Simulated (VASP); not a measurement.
Runs of VASP 6.6.1 on TiPt3. It takes space group Pm-3m (No. 221, cubic). The conventional cell has a = 3.897 Å, b = 3.897 Å, c = 3.897 Å, α = 90.00°, β = 90.00°, γ = 90.00°. Within 3.6 Å of Ti (site symmetry m-3m) lie 12 Pt at 2.76 Å. Within 3.6 Å of Pt (site symmetry 4/mmm) lie 4 Ti at 2.76 Å and 8 Pt at 2.76 Å. 

| level | potentials or basis | gap on the mesh (eV) | pressure (GPa) | relaxed volume (Å³/atom) |
| --- | --- | --- | --- | --- |
| PBE | VASP PAW PBE potentials, release 64 (Ti_sv, Pt) | none | 0.0 | 15.37 |
| r2SCAN | VASP PAW PBE potentials, release 64 (Ti_sv, Pt) | none | -0.1 | (a) |
| PBEsol | VASP PAW PBE potentials, release 64 (Ti_sv, Pt) | none | 0.0 | 14.81 |
| LDA | VASP PAW LDA potentials, release 64 (Ti_sv, Pt) | none | -0.1 | 14.57 |

Alike in all rows: task relaxation of cell and atoms; no spin polarisation; cell relaxed; k mesh 8 × 8 × 8; cutoff (eV) 600; smearing fermi-dirac 0.1 eV.

Problem. Estimate the missing entries.

Solution. (a) 15.12.

Caveats: spin-orbit coupling is left out, which moves the levels of the heavy elements; the PAW data sets were made with another functional, which shifts forces and pressure a little (at least some runs).

A k mesh can miss the band edges, and the runs leave out spin-orbit coupling on Pt.

A gap of «none» marks levels without a gap at the run's occupations.
